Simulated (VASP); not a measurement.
# V in VASP: further runs, part 2 of 3

VASP 6.6.1. Earlier steps stand in the parts before.

**3. Single point, PBEsol, collinear spin, ferromagnetic start (equal xy, yz and zx shear strains of -2 %)**

The input, INCAR:

```
SYSTEM = V
ALGO = Normal
EDIFF = 1E-6
ENCUT = 500
GGA = PS
GGA_COMPAT = .FALSE.
ISIF = 2
ISMEAR = -1
ISPIN = 2
LASPH = .TRUE.
LCHARG = .TRUE.
LELF = .TRUE.
LMAXMIX = 4
LORBIT = 11
LREAL = .FALSE.
LVHAR = .TRUE.
LWAVE = .FALSE.
MAGMOM = 1.5
NBANDS = 16
NELM = 200
PREC = Accurate
SIGMA = 0.03
```

The input, KPOINTS:

```
k-points
0
G
  19 19 19
  0 0 0
```

The input, POSCAR:

```
V
1.0
   -1.5432600000      1.5130000000      1.5130000000
    1.5130000000     -1.5432600000      1.5130000000
    1.5130000000      1.5130000000     -1.5432600000
V
1
Direct
    0.0000000000      0.0000000000      0.0000000000
```

Potentials or basis: VASP PAW PBE potentials, release 64 (V_sv).

On the command line:

```sh
$ cat potpaw_PBE.64/V_sv/POTCAR > POTCAR
$ mpirun -np 1 vasp_std > vasp.out
```

OUTCAR:

```text
SYSTEM = V
   EDIFF = 1E-6
   ENCUT = 500
   GGA = PS
   ISIF = 2
   ISMEAR = -1
   ISPIN = 2
   LASPH = .TRUE.
   LORBIT = 11
   LREAL = .FALSE.
   NELM = 200
   PREC = Accurate

 ion  position               nearest neighbor table
   1  0.000  0.000  0.000-

  LATTYP: Found a trigonal (rhomboedric) cell.
 ALAT       =     2.6381791879
 COS(alpha) =    -0.3420602552

  Lattice vectors:

 A1 = (  -1.5432600000,   1.5130000000,   1.5130000000)
 A2 = (   1.5130000000,  -1.5432600000,   1.5130000000)
 A3 = (   1.5130000000,   1.5130000000,  -1.5432600000)

Analysis of symmetry for initial positions (statically):
=====================================================================
 Subroutine PRICEL returns:
 Original cell was already a primitive cell.

 Routine SETGRP: Setting up the symmetry group for a
 trigonal (rhombohedral) supercell.

 Subroutine GETGRP returns: Found 12 space group operations
 (whereof 12 operations were pure point group operations)
 out of a pool of 12 trial point group operations.

The static configuration has the point symmetry D_3d.

Analysis of symmetry for dynamics (positions and initial velocities):
=====================================================================
 Subroutine PRICEL returns:
 Original cell was already a primitive cell.

 Routine SETGRP: Setting up the symmetry group for a
 trigonal (rhombohedral) supercell.

 Subroutine GETGRP returns: Found 12 space group operations
 (whereof 12 operations were pure point group operations)
 out of a pool of 12 trial point group operations.

The dynamic configuration has the point symmetry D_3d.

Analysis of structural, dynamic, and magnetic symmetry:
=====================================================================
 Subroutine PRICEL returns:
 Original cell was already a primitive cell.

 Routine SETGRP: Setting up the symmetry group for a
 trigonal (rhombohedral) supercell.

 Subroutine GETGRP returns: Found 12 space group operations
[... 126 lines left out ...]
   GGA     = PS    functional components
   LHFCALC =     F    Hartree Fock is set to
   AEXX    =    0.0000 exact exchange contribution
   IVDW    =     0    specifies the selected vdW correction
   LEPSILON=     F    determine dielectric tensor
   LRPA    =     F    only Hartree local field effects (RPA)
 spin polarized calculation
  energy-cutoff  :      500.00
  volume of cell :       13.85
 maximum number of plane-waves:       368
   NGX =  9   NGY =  9   NGZ =  9

 number of electron      12.9999999 magnetization       0.0002137

 Free energy of the ion-electron system (eV)
  ---------------------------------------------------
  ext. energy  EPLUGINS =         0.00000000
  ---------------------------------------------------
  free energy    TOTEN  =        -9.60307605 eV

  energy without entropy =       -9.59752941  energy(sigma->0) =       -9.60030273

 E-fermi :   9.2171     XC(G=0): -12.9047

 val. band max:        9.2162747640   @ k =  -0.2632   0.3684   0.1053
 cond. band min:       9.2207150170   @ k =  -0.4211   0.3158   0.0526
 fundamental gap:      0.0044402530
 Fermi energy:         9.2171119097

 spin component 1

 k-point     1 :       0.0000    0.0000    0.0000
  band No.  band energies     occupation
      1     -54.2875      1.00000
      2     -27.7576      1.00000
      3     -27.7576      1.00000
      4     -27.6761      1.00000
      5       2.6860      1.00000
      6       9.4182      0.00123
[... 435 lines left out ...]
      5       4.7117      1.00000
      6       8.9440      0.99989
[... 8 lines left out ...]
     15      35.3216      0.00000
     16      36.2476      0.00000

 [... further k-points ...]

 spin component 2

 k-point     1 :       0.0000    0.0000    0.0000
  band No.  band energies     occupation
      1     -54.2873      1.00000
      2     -27.7575      1.00000
      3     -27.7575      1.00000
      4     -27.6759      1.00000
      5       2.6861      1.00000
      6       9.4184      0.00122
[... 435 lines left out ...]
      5       4.7119      1.00000
      6       8.9442      0.99989
[... 8 lines left out ...]
     15      35.3217      0.00000
     16      36.2477      0.00000

 [... further k-points ...]
[... 5 lines left out ...]
  --------------------------------------------------------------------------------------
  -------------------------------------------------------------------------------------
  Total       -1.0078482     -1.0078482     -1.0078482      0.0217422      0.0217422      0.0217422
  in kB     -116.5896852   -116.5896852   -116.5896852      2.5151711      2.5151711      2.5151711
  external PRESSURE =    -116.5896852 kB  Pullay stress =       0.0000000 kB

 VOLUME and BASIS-vectors are now :
 -----------------------------------------------------------------------------
  energy-cutoff  :      500.00
  volume of cell :       13.85
      direct lattice vectors                 reciprocal lattice vectors
    -1.543260000  1.513000000  1.513000000     0.006677496  0.333874789  0.333874789
     1.513000000 -1.543260000  1.513000000     0.333874789  0.006677496  0.333874789
     1.513000000  1.513000000 -1.543260000     0.333874789  0.333874789  0.006677496

 POSITION                                       TOTAL-FORCE (eV/Angst)
 -----------------------------------------------------------------------------------
      0.00000      0.00000      0.00000         0.000000     -0.000000     -0.000000
 -----------------------------------------------------------------------------------
    total drift:                                0.000000     -0.000000      0.000000

  FREE ENERGIE OF THE ION-ELECTRON SYSTEM (eV)
  ---------------------------------------------------
  free  energy   TOTEN  =        -9.6030760526 eV

  energy  without entropy=       -9.5975294088  energy(sigma->0) =       -9.60030273

 total charge

# of ion       s       p       d       tot
------------------------------------------
    1        2.335   6.214   3.063  11.612

 magnetization (x)

# of ion       s       p       d       tot
------------------------------------------
    1        0.000   0.000   0.000   0.000
```

stdout:

```text
POSCAR found type information on POSCAR V
 POSCAR found :  1 types and       1 ions
 scaLAPACK will be used
 -----------------------------------------------------------------------------
|                                                                             |
|                                                                             |
|     You enforced a specific xc type in the INCAR file but a different       |
|     I HOPE YOU KNOW WHAT YOU ARE DOING!                                     |
|                                                                             |
 -----------------------------------------------------------------------------

 LDA part: xc-table for (Slater+PW92), standard interpolation
 POSCAR, INCAR and KPOINTS ok, starting setup
 FFT: planning ... GRIDC
 FFT: planning ... GRID_SOFT
 FFT: planning ... GRID
 WAVECAR not read
 entering main loop
```

Run time: 2.4 min. Hardware: 1 thread of Intel Xeon Platinum 8488C (Sapphire Rapids), shared host; peak memory 0.29 GiB.

Results:

| Property | Result |
| --- | --- |
| Free energy | -9.6031 eV |
| Pressure | -11.7 GPa |
| Net moment | 0.00 μB per cell |
| Valence electrons inside the program's atomic spheres | V 11.61 |

Levels at points of the mesh, in eV from the Fermi level:
Spin up:
| k point | band 3 | band 4 | band 5 | band 6 | band 7 | band 8 | band 9 | band 10 | band 11 | band 12 |
| --- | --- | --- | --- | --- | --- | --- | --- | --- | --- | --- |
| (0.00, 0.00, 0.00) | -36.97 | -36.89 | -6.53 | 0.20 | 0.50 | 0.50 | 2.36 | 2.36 | 19.81 | 20.50 |
Spin down:
```tsv
k point	band 3	band 4	band 5	band 6	band 7	band 8	band 9	band 10	band 11	band 12
(0.00, 0.00, 0.00)	-36.97	-36.89	-6.53	0.20	0.50	0.50	2.36	2.36	19.81	20.50
```

Caveat: the cell differs from its parent crystal (equal xy, yz and zx shear strains of -2 %); the cell stands under tension; the moments typed at the start vanished in this run; the PAW data sets were made with another functional, which shifts forces and pressure a little.

**4. Single point, PBEsol, collinear spin, ferromagnetic start (equal xy, yz and zx shear strains of +1 %)**

The input, INCAR:

```
SYSTEM = V
PREC     = Accurate       ! precision mode
ENCUT    = 500            ! plane-wave cutoff, eV
EDIFF    = 1E-6           ! SCF threshold, eV
ISMEAR   = -1             ! smearing method
SIGMA    = 0.03           ! smearing width, eV
LREAL    = .FALSE.        ! projectors in reciprocal space
LASPH    = .TRUE.         ! aspherical terms in the spheres
NELM     = 200            ! most SCF steps
ALGO     = Normal         ! electronic algorithm
ISIF     = 2              ! what is computed and relaxed
LWAVE    = .FALSE.        ! write WAVECAR
LCHARG   = .FALSE.        ! write CHGCAR
ISPIN    = 2              ! spin polarisation
MAGMOM   = 1.5            ! initial moments
LORBIT   = 11             ! projections on sites
LMAXMIX  = 4              ! l up to which the mixer works
GGA      = PS             ! functional
NBANDS   = 16             ! bands
GGA_COMPAT= .FALSE.
```

The input, KPOINTS:

```
regular mesh
0
G
  19 19 19
  0 0 0
```

The input, POSCAR:

```
V
1.0
   -1.4978700000      1.5130000000      1.5130000000
    1.5130000000     -1.4978700000      1.5130000000
    1.5130000000      1.5130000000     -1.4978700000
V
1
Direct
    0.0000000000      0.0000000000      0.0000000000
```

On the command line:

```sh
$ cat potpaw_PBE.64/V_sv/POTCAR > POTCAR
$ mpirun -np 1 vasp_std > vasp.out
```

Wall time 2.3 min (1 thread of Intel Xeon Platinum 8488C (Sapphire Rapids), shared host); peak memory 0.3 GiB.

Results (log left out):

- Free energy: -9.6034 eV
- Pressure: -11.7 GPa
- Net moment: 0.00 μB per cell
- Valence electrons inside the program's atomic spheres: V 11.61

Stress tensor (GPa, compression positive):
```
-11.73  -0.24  -0.24
 -0.24 -11.73  -0.24
 -0.24  -0.24 -11.73
```

Levels at points of the mesh, in eV from the Fermi level:
Spin up:
| k point | band 5 | band 6 | band 7 | band 8 | band 9 | band 10 |
| --- | --- | --- | --- | --- | --- | --- |
| (0.00, 0.00, 0.00) | -6.53 | 0.36 | 0.36 | 0.52 | 2.35 | 2.35 |
Spin down:
```tsv
k point	band 5	band 6	band 7	band 8	band 9	band 10
(0.00, 0.00, 0.00)	-6.53	0.36	0.36	0.52	2.35	2.35
```

Caveat: the cell differs from its parent crystal (equal xy, yz and zx shear strains of +1 %); the cell stands under tension; the moments typed at the start vanished in this run; the PAW data sets were made with another functional, which shifts forces and pressure a little.

**5. Single point, PBEsol, collinear spin, ferromagnetic start (zz strain of +2 %)**

The input, INCAR:

```
SYSTEM = V
ALGO     = Normal         ! electronic algorithm
EDIFF    = 1E-6           ! SCF threshold, eV
ENCUT    = 500            ! plane-wave cutoff, eV
GGA      = PS             ! functional
GGA_COMPAT= .FALSE.      
ISIF     = 2              ! what is computed and relaxed
ISMEAR   = -1             ! smearing method
ISPIN    = 2              ! spin polarisation
LASPH    = .TRUE.         ! aspherical terms in the spheres
LCHARG   = .TRUE.         ! write CHGCAR
LELF     = .TRUE.         ! ELF
LMAXMIX  = 4              ! l up to which the mixer works
LORBIT   = 11             ! projections on sites
LREAL    = .FALSE.        ! projectors in reciprocal space
LVHAR    = .TRUE.       
LWAVE    = .FALSE.        ! write WAVECAR
MAGMOM   = 1.5            ! initial moments
NBANDS   = 16             ! bands
NELM     = 200            ! most SCF steps
PREC     = Accurate       ! precision mode
SIGMA    = 0.03           ! smearing width, eV
```

The input, KPOINTS:

```
k-points
0
G
  19 19 19
  0 0 0
```

The input, POSCAR:

```
V
1.0
   -1.5130000000      1.5130000000      1.5432600000
    1.5130000000     -1.5130000000      1.5432600000
    1.5130000000      1.5130000000     -1.5432600000
V
1
Direct
    0.0000000000      0.0000000000      0.0000000000
```

Potentials or basis: VASP PAW PBE potentials, release 64 (V_sv).

On the command line:

```sh
$ cat potpaw_PBE.64/V_sv/POTCAR > POTCAR
$ mpirun -np 1 vasp_std > vasp.out
```

OUTCAR:

```text
SYSTEM = V
   EDIFF = 1E-6
   ENCUT = 500
   GGA = PS
   ISIF = 2
   ISMEAR = -1
   ISPIN = 2
   LASPH = .TRUE.
   LORBIT = 11
   LREAL = .FALSE.
   NELM = 200
   PREC = Accurate

 ion  position               nearest neighbor table
   1  0.000  0.000  0.000-

  LATTYP: Found a body centered tetragonal cell.
 ALAT       =     3.0260000000
 C/A-ratio  =     1.0200000000

  Lattice vectors:

[... 1114 lines left out ...]
     16      35.4005      0.00000

 [... further k-points ...]
[... 5 lines left out ...]
  --------------------------------------------------------------------------------------
  -------------------------------------------------------------------------------------
  Total       -1.2199852     -1.2199852     -1.4145312      0.0000000      0.0000000      0.0000000
  in kB     -138.3210193   -138.3210193   -160.3785025      0.0000000      0.0000000      0.0000000
  external PRESSURE =    -145.6735137 kB  Pullay stress =       0.0000000 kB

 VOLUME and BASIS-vectors are now :
 -----------------------------------------------------------------------------
  energy-cutoff  :      500.00
  volume of cell :       14.13
      direct lattice vectors                 reciprocal lattice vectors
    -1.513000000  1.513000000  1.543260000     0.000000000  0.330469266  0.323989477
     1.513000000 -1.513000000  1.543260000     0.330469266  0.000000000  0.323989477
     1.513000000  1.513000000 -1.543260000     0.330469266  0.330469266  0.000000000

 POSITION                                       TOTAL-FORCE (eV/Angst)
 -----------------------------------------------------------------------------------
      0.00000      0.00000      0.00000        -0.000000      0.000000     -0.000000
 -----------------------------------------------------------------------------------
    total drift:                                0.000000     -0.000000     -0.000000

  FREE ENERGIE OF THE ION-ELECTRON SYSTEM (eV)
  ---------------------------------------------------
  free  energy   TOTEN  =        -9.5798381713 eV

  energy  without entropy=       -9.5743132365  energy(sigma->0) =       -9.57707570

 total charge

# of ion       s       p       d       tot
------------------------------------------
    1        2.330   6.208   3.040  11.578

 magnetization (x)

# of ion       s       p       d       tot
------------------------------------------
    1       -0.000  -0.000  -0.000  -0.000
```

stdout:

```text
POSCAR found type information on POSCAR V
 POSCAR found :  1 types and       1 ions
 scaLAPACK will be used
 -----------------------------------------------------------------------------
|                                                                             |
|                                                                             |
|     You enforced a specific xc type in the INCAR file but a different       |
|     I HOPE YOU KNOW WHAT YOU ARE DOING!                                     |
|                                                                             |
 -----------------------------------------------------------------------------

 LDA part: xc-table for (Slater+PW92), standard interpolation
 POSCAR, INCAR and KPOINTS ok, starting setup
 FFT: planning ... GRIDC
 FFT: planning ... GRID_SOFT
 FFT: planning ... GRID
 WAVECAR not read
 entering main loop
```

Wall time 3.3 min (1 thread of Oxide Virtual Turin-like, shared host); peak memory 0.24 GiB.

Results:

* Free energy: -9.5798 eV
* Pressure: -14.6 GPa
* Net moment: 0.00 μB per cell
* Valence electrons inside the program's atomic spheres: V 11.58

Levels at points of the mesh, in eV from the Fermi level:
Spin up:
```
           k point  band 4  band 5  band 6  band 7  band 8  band 9
(0.00, 0.00, 0.00)  -37.00   -6.48    0.36    0.36    0.51    2.21
```
Spin down:
| k point | band 4 | band 5 | band 6 | band 7 | band 8 | band 9 |
| --- | --- | --- | --- | --- | --- | --- |
| (0.00, 0.00, 0.00) | -37.00 | -6.48 | 0.36 | 0.36 | 0.51 | 2.21 |

Caveat: the cell differs from its parent crystal (zz strain of +2 %); the cell stands under tension; the moments typed at the start vanished in this run; the PAW data sets were made with another functional, which shifts forces and pressure a little.

(Part 2 of 3 ends here.)
